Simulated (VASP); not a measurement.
Set up this calculation in VASP 6.6.1, as the native input.

```
Task                               : single point
Functional                         : B3LYP5
Potentials or basis                : VASP PAW PBE potentials, release 64 (Pb_d, S)
Cutoff                             : 520 eV
k mesh                             : 4 × 4 × 4
Occupations                        : fermi-dirac, width 0.05 eV
Spin                               : no spin polarisation
Dipole correction                  : no
Grid for exact exchange (PRECFOCK) : Normal
Further INCAR settings             : ALGO = Normal; EDIFF = 1e-06; NBANDS = 17
Share of exact exchange            : 0.2
```

Crystal: PbS.

```
Pb S
1.0
     0.00000    2.96575    2.96575
     2.96575    0.00000    2.96575
     2.96575    2.96575    0.00000
Pb S
1 1
Direct
  0.00000 0.00000 0.00000
  0.50000 0.50000 0.50000
```

One way to write it, as run:

POSCAR

```
PbS
1.0
    0.0000000000      2.9657500000      2.9657500000
    2.9657500000      0.0000000000      2.9657500000
    2.9657500000      2.9657500000      0.0000000000
Pb S
1 1
Direct
    0.0000000000      0.0000000000      0.0000000000
    0.5000000000      0.5000000000      0.5000000000
```

INCAR.step1

```
PREC = Accurate
ENCUT = 520
EDIFF = 1E-5
ISMEAR = -1
SIGMA = 0.05
LREAL = False
LASPH = True
NELM = 100
ALGO = Normal
ISIF = 2
LWAVE = True
NBANDS = 17
GGA = PE
```

INCAR.step2

```
PREC = Accurate
ENCUT = 520
EDIFF = 1E-6
ISMEAR = -1
SIGMA = 0.05
LREAL = False
LASPH = True
NELM = 100
ALGO = Normal
ISIF = 2
LWAVE = False
LCHARG = True
GGA = B5
LHFCALC = True
AEXX = 0.2
AGGAX = 0.72
AGGAC = 0.81
ALDAC = 0.19
PRECFOCK = Normal
LELF = True
LVHAR = True
NBANDS = 17
ISTART = 1
```

KPOINTS

```
Automatic mesh
0
Gamma
  4 4 4
```

Potentials or basis: VASP PAW PBE potentials, release 64 (Pb_d, S).

Run with:

```bash
$ cat potpaw_PBE.64/Pb_d/POTCAR potpaw_PBE.64/S/POTCAR > POTCAR
$ cp INCAR.step1 INCAR
$ mpirun -np 1 vasp_std > vasp.out
$ cp INCAR.step2 INCAR
$ mpirun -np 1 vasp_std > vasp.out
```

It gave:

| Quantity | Value |
| --- | --- |
| Pressure | 4.6 GPa |
| Band gap on the k mesh | 1.38 eV |

Caveat: the k points lie up to 0.46 Å⁻¹ apart; the PAW data sets were made with another functional, which shifts forces and pressure a little; spin-orbit coupling is left out, which moves the levels of the heavy elements.

Run time: 6.2 min on 1 thread of Intel(R) Xeon(R) Platinum 8375C CPU @ 2.90GHz (Ice Lake) (shared host), peak memory 0.19 GiB.
